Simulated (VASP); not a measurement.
# Nb16O (a cell with a defect) in VASP: single point with PBE

Aim: the single point of Nb16O (a cell with a defect) with PBE.

Program: VASP 6.6.1. These are calculated values, not measurements. Logs are shortened: lines on timing, memory, paths and dates and some standing lists are left out, and cuts for length are marked.

### Step 1. The cell of the first run

The cell holds a defect, 17 atoms: a = 6.617 Å, b = 6.617 Å, c = 6.617 Å, α = 90.00°, β = 90.00°, γ = 90.00°.

### Step 2. Single point, PBE

The input, INCAR:

```
SYSTEM = Nb16O
PREC     = Accurate       ! precision mode
ENCUT    = 520            ! plane-wave cutoff, eV
EDIFF    = 1E-7           ! SCF threshold, eV
ISMEAR   = 1              ! smearing method
SIGMA    = 0.1            ! smearing width, eV
LREAL    = Auto         
LASPH    = .TRUE.         ! aspherical terms in the spheres
NELM     = 80             ! most SCF steps
ALGO     = Normal         ! electronic algorithm
ISIF     = 2              ! what is computed and relaxed
LWAVE    = .FALSE.        ! write WAVECAR
LCHARG   = .FALSE.        ! write CHGCAR
GGA      = PE             ! functional
NBANDS   = 121            ! bands
```

The input, KPOINTS:

```
regular mesh
0
G
  3 3 3
  0 0 0
```

The input, POSCAR:

```
Nb16O
1.0
    6.6171497900      0.0000000000      0.0000000000
    0.0000000000      6.6171497900      0.0000000000
    0.0000000000      0.0000000000      6.6171497900
Nb O
16 1
Direct
    0.0061325497     -0.0087498397     -0.0005064114
    0.2502665124      0.2497221693      0.2496964785
    0.0040783420     -0.0017374550      0.4996414023
    0.2502926566      0.2500860722      0.7501769126
    0.0040240890      0.5012540301      0.0000773747
    0.2504564733      0.7532510459      0.2496029337
    0.0066190129      0.5081551887      0.4998130774
    0.2505048325      0.7534677555      0.7499748619
    0.4944175519     -0.0088606125     -0.0005606644
    0.7502929747      0.2441041916      0.2122522603
    0.4966094322     -0.0019651966      0.4996315793
    0.7503213857      0.2444881938      0.7877183025
    0.4967356195      0.5011470354      0.0000482081
    0.7504428882      0.7537072846      0.2465794265
    0.4943081393      0.5080533321      0.4998235048
    0.7504835401      0.7538596160      0.7525774930
    0.7505784450      0.3151025844      0.4999329175
```

Potentials or basis: VASP PAW PBE potentials, release 64 (Nb_sv, O).

Run with:

```sh
cat potpaw_PBE.64/Nb_sv/POTCAR potpaw_PBE.64/O/POTCAR > POTCAR
mpirun -np 1 vasp_std > vasp.out
```

OUTCAR:

```text
SYSTEM = Nb16O
   PREC = Accurate
   ENCUT = 520
   EDIFF = 1E-7
   ISMEAR = 1
   LREAL = Auto
   LASPH = .TRUE.
   NELM = 80
   ISIF = 2
   GGA = PE

 ion  position               nearest neighbor table
   1  0.006  0.991  0.999-  12 2.76  10 2.77   8 2.80   6 2.80  16 2.83  14 2.83   4 2.87   2 2.88

   2  0.250  0.250  0.250-   5 2.86  13 2.86   3 2.86  11 2.86   7 2.87  15 2.88   1 2.88   9 2.88

   3  0.004  0.998  0.500-   6 2.83   8 2.83   2 2.86   4 2.86  16 2.87  14 2.87  10 3.01  12 3.02

   4  0.250  0.250  0.750-   5 2.86  13 2.86   3 2.86  11 2.86   7 2.87  15 2.87   1 2.87   9 2.88

   5  0.004  0.501  0.000-  12 2.77  10 2.77   4 2.86   2 2.86   6 2.86   8 2.86  14 2.88  16 2.88

   6  0.250  0.753  0.250-   9 2.80   1 2.80   7 2.82  15 2.82  11 2.83   3 2.83  13 2.86   5 2.86

   7  0.007  0.508  0.500-  17 2.12   6 2.82   8 2.82   4 2.87   2 2.87  16 2.88  14 2.88
   8  0.251  0.753  0.750-   9 2.79   1 2.80   7 2.82  15 2.82  11 2.83   3 2.83  13 2.86   5 2.86

   9  0.494  0.991  0.999-  12 2.76  10 2.77   8 2.79   6 2.80  16 2.83  14 2.83   4 2.88   2 2.88

  10  0.750  0.244  0.212-  17 1.96   1 2.77   9 2.77  13 2.77   5 2.77  12 2.81   3 3.01  11 3.01

  11  0.497  0.998  0.500-   6 2.83   8 2.83   2 2.86   4 2.86  16 2.87  14 2.87  10 3.01  12 3.02

  12  0.750  0.244  0.788-  17 1.96   1 2.76   9 2.76  13 2.77   5 2.77  10 2.81   3 3.02  11 3.02

  13  0.497  0.501  0.000-  12 2.77  10 2.77   4 2.86   2 2.86   6 2.86   8 2.86  14 2.88  16 2.88

  14  0.750  0.754  0.247-   1 2.83   9 2.83  11 2.87   3 2.87   5 2.88  13 2.88   7 2.88  15 2.88

  15  0.494  0.508  0.500-  17 2.12   6 2.82   8 2.82   4 2.87   2 2.88  16 2.88  14 2.88
  16  0.750  0.754  0.753-   1 2.83   9 2.83   3 2.87  11 2.87   5 2.88  13 2.88   7 2.88  15 2.88

  17  0.751  0.315  0.500-  10 1.96  12 1.96   7 2.12  15 2.12

  LATTYP: Found a simple cubic cell.
 ALAT       =     6.6171497900

  Lattice vectors:

 A1 = (   6.6171497900,   0.0000000000,   0.0000000000)
 A2 = (   0.0000000000,   6.6171497900,   0.0000000000)
 A3 = (   0.0000000000,   0.0000000000,   6.6171497900)

Analysis of symmetry for initial positions (statically):
=====================================================================
 Subroutine PRICEL returns:
 Original cell was already a primitive cell.

 Routine SETGRP: Setting up the symmetry group for a
 simple cubic supercell.

 Subroutine GETGRP returns: Found  1 space group operations
 (whereof  1 operations were pure point group operations)
 out of a pool of 48 trial point group operations.

The static configuration has the point symmetry C_1 .

Analysis of symmetry for dynamics (positions and initial velocities):
=====================================================================
 Subroutine PRICEL returns:
 Original cell was already a primitive cell.

 Routine SETGRP: Setting up the symmetry group for a
 simple cubic supercell.

 Subroutine GETGRP returns: Found  1 space group operations
 (whereof  1 operations were pure point group operations)
 out of a pool of 48 trial point group operations.

The dynamic configuration has the point symmetry C_1 .

 Subroutine INISYM returns: Found  1 space group operations
 (whereof  1 operations are pure point group operations),
 and found     1 'primitive' translations

----------------------------------------------------------------------------------------

                                     Primitive cell

  volume of cell :     289.7430

  direct lattice vectors                    reciprocal lattice vectors
     6.617149790  0.000000000  0.000000000     0.151122467  0.000000000  0.000000000
     0.000000000  6.617149790  0.000000000     0.000000000  0.151122467  0.000000000
     0.000000000  0.000000000  6.617149790     0.000000000  0.000000000  0.151122467

  length of vectors
     6.617149790  6.617149790  6.617149790     0.151122467  0.151122467  0.151122467

  position of ions in fractional coordinates (direct lattice)
     0.006132550  0.991250160  0.999493589
     0.250266512  0.249722169  0.249696478
     0.004078342  0.998262545  0.499641402
     0.250292657  0.250086072  0.750176913
     0.004024089  0.501254030  0.000077375
     0.250456473  0.753251046  0.249602934
[... 9 lines left out ...]
     0.750483540  0.753859616  0.752577493
     0.750578445  0.315102584  0.499932917

  ion indices of the primitive-cell ions
   primitive index   ion index
                 1           1
                 2           2
                 3           3
                 4           4
                 5           5
                 6           6
[... 9 lines left out ...]
                16          16
                17          17

----------------------------------------------------------------------------------------

 KPOINTS: regular mesh

Automatic generation of k-mesh.
 Grid dimensions read from file:
 generate k-points for:    3    3    3

 Generating k-lattice:

  Cartesian coordinates                     Fractional coordinates (reciprocal lattice)
     0.050374156  0.000000000  0.000000000     0.333333333  0.000000000  0.000000000
     0.000000000  0.050374156  0.000000000     0.000000000  0.333333333  0.000000000
     0.000000000  0.000000000  0.050374156     0.000000000  0.000000000  0.333333333

  Length of vectors
     0.050374156  0.050374156  0.050374156

  Shift w.r.t. Gamma in fractional coordinates (k-lattice)
     0.000000000  0.000000000  0.000000000

 Subroutine IBZKPT returns following result:
 ===========================================

 Found     14 irreducible k-points:

 Following reciprocal coordinates:
            Coordinates               Weight
  0.000000  0.000000  0.000000      1.000000
  0.333333  0.000000  0.000000      2.000000
  0.000000  0.333333  0.000000      2.000000
  0.000000  0.000000  0.333333      2.000000
  0.333333  0.333333  0.000000      2.000000
  0.000000  0.333333  0.333333      2.000000
  0.333333  0.000000  0.333333      2.000000
 -0.333333  0.333333  0.000000      2.000000
 -0.333333  0.000000  0.333333      2.000000
  0.000000 -0.333333  0.333333      2.000000
  0.333333  0.333333  0.333333      2.000000
 -0.333333  0.333333  0.333333      2.000000
 -0.333333 -0.333333  0.333333      2.000000
  0.333333 -0.333333  0.333333      2.000000
   k-points           NKPTS =     14   k-points in BZ     NKDIM =     14   number of bands    NBANDS=    121
   number of dos      NEDOS =    301   number of ions     NIONS =     17
   total plane-waves  NPLWV = 125000
   dimension x,y,z NGX =    50 NGY =   50 NGZ =   50
   dimension x,y,z NGXF=   100 NGYF=  100 NGZF=  100
   ions per type =              16   1
   NGX,Y,Z   is equivalent  to a cutoff of  12.56, 12.56, 12.56 a.u.
   NGXF,Y,Z  is equivalent  to a cutoff of  25.12, 25.12, 25.12 a.u.
 SYSTEM =  Nb16O
   PREC   = accura    normal or accurate (medium, high low for compatibility)
   ISTART =      0    job   : 0-new  1-cont  2-samecut
   ICHARG =      2    charge: 1-file 2-atom 10-const
   ISPIN  =      1    spin polarized calculation?
   LNONCOLLINEAR =      F non collinear calculations
   LSORBIT =      F    spin-orbit coupling
   LASPH  =      T    aspherical Exc in radial PAW
   ENCUT  =  520.0 eV  38.22 Ry    6.18 a.u.  12.30 12.30 12.30*2*pi/ulx,y,z
   NELM   =     80;   NELMIN=  2; NELMDL= -5     # of ELM steps
   EDIFF  = 0.1E-06   stopping-criterion for ELM
   LREAL  =      T    real-space projection
   EDIFFG = 0.1E-05   stopping-criterion for IOM
   NSW    =      0    number of steps for IOM
   IBRION =     -1    ionic relax: 0-MD 1-quasi-New 2-CG
   NFREE  =      0    steps in history (QN), initial steepest desc. (CG)
   ISIF   =      2    stress and relaxation
   ISYM   =      2    0-nonsym 1-usesym 2-fastsym
   POTIM  = 0.5000    time-step for ionic-motion
   TEBEG  =    0.0;   TEEND  =   0.0 temperature during run
   PSTRESS=    0.0 pullay stress
   NELECT =     214.0000    total number of electrons
   NUPDOWN=      -1.0000    fix difference up-down
   EMIN   =  10.00;   EMAX   =-10.00  energy-range for DOS
   EFERMI =   0.00;   METHOD = LEGACY
   ISMEAR =     1;   SIGMA  =   0.10  broadening in eV -4-tet -1-fermi 0-gaus
   EFERMI_NEDOS =   21; number of points for ismear=-14 and -15
   IALGO  =     38    algorithm
   IMIX   =      4    mixing-type and parameters
     AMIX     =   0.40;   BMIX     =  1.00
     AMIX_MAG =   1.60;   BMIX_MAG =  1.00
  volume/ion in A,a.u.               =      17.04       115.02
  Fermi-wavevector in a.u.,A,eV,Ry     =   1.479819  2.796452 29.794893  2.189863
  Thomas-Fermi vector in A             =   2.593929
   LORBIT       =      0    0 simple, 1 ext, 2 COOP (PROOUT), +10 PAW based schemes
   GGA     = PE    functional components
   LHFCALC =     F    Hartree Fock is set to
   AEXX    =    0.0000 exact exchange contribution
   IVDW    =     0    specifies the selected vdW correction
   LEPSILON=     F    determine dielectric tensor
   LRPA    =     F    only Hartree local field effects (RPA)
 non-spin polarized calculation
 Methfessel and Paxton  Order N= 1 SIGMA  =   0.10
  energy-cutoff  :      520.00
  volume of cell :      289.74
 maximum number of plane-waves:      7814
 NGX is ok and might be reduce to    50
   NGX = 25   NGY = 25   NGZ = 25

 number of electron     214.0000010 magnetization

 Free energy of the ion-electron system (eV)
  ---------------------------------------------------
  ext. energy  EPLUGINS =         0.00000000
  ---------------------------------------------------
  free energy    TOTEN  =      -171.44692691 eV

  energy without entropy =     -171.45224251  energy(sigma->0) =     -171.44869877

 E-fermi :  11.4864     XC(G=0): -12.5811

 val. band max:       11.4824907622   @ k =   0.3333   0.0000   0.3333
 cond. band min:      11.5022161266   @ k =   0.3333   0.0000   0.0000
 fundamental gap:      0.0197253644
 Fermi energy:        11.4864137446

 k-point     1 :       0.0000    0.0000    0.0000
  band No.  band energies     occupation
      1     -43.1264      2.00000
      2     -43.0372      2.00000
      3     -43.0202      2.00000
      4     -42.9851      2.00000
      5     -42.9491      2.00000
      6     -42.9119      2.00000
[... 111 lines left out ...]
    118      13.4471     -0.00000
    119      13.4808     -0.00000
[... 1584 lines left out ...]
    118      13.6212      0.00000
    119      13.7254      0.00000
 [bands above 119 left out]

------------------------ aborting loop because EDIFF is reached ----------------------------------------

  FORCE on cell =-STRESS in cart. coord.  units (eV):
  Direction    XX          YY          ZZ          XY          YZ          ZX
  --------------------------------------------------------------------------------------
  -------------------------------------------------------------------------------------
  Total        6.1973237      5.9400882     18.5916626      0.0022383      0.0233836      0.0006475
  in kB       34.2690341     32.8466119    102.8053972      0.0123768      0.1293032      0.0035806
  external PRESSURE =      56.6403477 kB  Pullay stress =       0.0000000 kB

 VOLUME and BASIS-vectors are now :
 -----------------------------------------------------------------------------
  energy-cutoff  :      520.00
  volume of cell :      289.74
      direct lattice vectors                 reciprocal lattice vectors
     6.617149790  0.000000000  0.000000000     0.151122467  0.000000000  0.000000000
     0.000000000  6.617149790  0.000000000     0.000000000  0.151122467  0.000000000
     0.000000000  0.000000000  6.617149790     0.000000000  0.000000000  0.151122467

 POSITION                                       TOTAL-FORCE (eV/Angst)
 -----------------------------------------------------------------------------------
      0.04058      6.55925      6.61380         0.024157      0.052194      0.012266
      1.65605      1.65245      1.65228         0.006435      0.055718     -0.015353
      0.02699      6.60565      3.30620        -0.041442      0.122780      0.006700
      1.65622      1.65486      4.96403         0.005096      0.047953      0.002797
      0.02663      3.31687      0.00051         0.068609      0.089701     -0.008923
      1.65731      4.98438      1.65166        -0.002429     -0.017807      0.084690
[... 9 lines left out ...]
      4.96606      4.98840      4.97992        -0.003802      0.033065     -0.051923
      4.96669      2.08508      3.30813        -0.002018     -1.010285      0.001647
 -----------------------------------------------------------------------------------
    total drift:                                0.003798     -0.005187     -0.001216

  FREE ENERGIE OF THE ION-ELECTRON SYSTEM (eV)
  ---------------------------------------------------
  free  energy   TOTEN  =      -171.4469269068 eV

  energy  without entropy=     -171.4522425101  energy(sigma->0) =     -171.44869877
```

Run time: 45 min. Hardware: 1 thread of Intel Xeon 8259CL, shared host; peak memory 0.53 GiB.

What came out:

| Quantity | Value |
| --- | --- |
| Free energy | -171.4469 eV |
| Pressure | 5.7 GPa |
| Largest force | 1.010 eV/Å |
| Band gap on the k mesh | zero (bands 107 and 108 overlap by 1.15 eV) |

Forces on the atoms (eV/Å):
```
Nb   0.024  0.052  0.012
Nb   0.006  0.056 -0.015
Nb  -0.041  0.123  0.007
Nb   0.005  0.048  0.003
Nb   0.069  0.090 -0.009
Nb  -0.002 -0.018  0.085
Nb  -0.298 -0.003  0.006
Nb  -0.006 -0.029 -0.097
Nb  -0.014  0.057  0.015
Nb  -0.001  0.171 -0.256
Nb   0.042  0.129  0.006
Nb   0.000  0.172  0.233
Nb  -0.068  0.094 -0.008
Nb  -0.003  0.039  0.063
Nb   0.295 -0.002  0.005
Nb  -0.004  0.033 -0.052
O   -0.002 -1.010  0.002
```

Levels at points of the mesh, in eV from the Fermi level:
```tsv
k point	band 102	band 103	band 104	band 105	band 106	band 107	band 108	band 109	band 110	band 111
(0.00, 0.00, 0.00)	0.16	0.24	0.35	0.53	0.56	0.66	0.69	0.72	0.79	0.85
```
